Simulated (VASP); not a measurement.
Crystal: SnSe.

```
CELL_PARAMETERS angstrom
2.12367 -5.90403 0.00000
2.12367 5.90403 0.00000
0.00000 0.00000 4.22886
ATOMIC_POSITIONS crystal
Sn 0.87410 0.12590 0.25000
Sn 0.12590 0.87410 0.75000
Se 0.64510 0.35490 0.25000
Se 0.35490 0.64510 0.75000
```

Base run:

```yaml
Program: VASP 6.6.1
Functional: r2SCAN
Potentials_or_basis: VASP PAW PBE potentials, release 64 (Sn_d, Se)
Cutoff: 520 eV
k_mesh: 6 × 6 × 6
Occupations: fermi-dirac, width 0.02 eV
Spin: no spin polarisation
```

Its results: band gap on the k mesh 0.31 eV (least direct gap 0.60 eV); pressure 1.0 GPa; largest force 0.008 eV/Å.

Question: The run is repeated on the same cell with these changes: functional from r2SCAN to PBE. What comes out?

Answer: Band gap on the k mesh 0.13 eV (least direct gap 0.32 eV); pressure 2.1 GPa; largest force 0.211 eV/Å.

Caveats: semilocal functionals underestimate gaps, and a narrow one can read as zero; spin-orbit coupling is left out, which moves the levels of the heavy elements; the PAW data sets were made with another functional, which shifts forces and pressure a little (at least some runs).

A k mesh can miss the band edges.
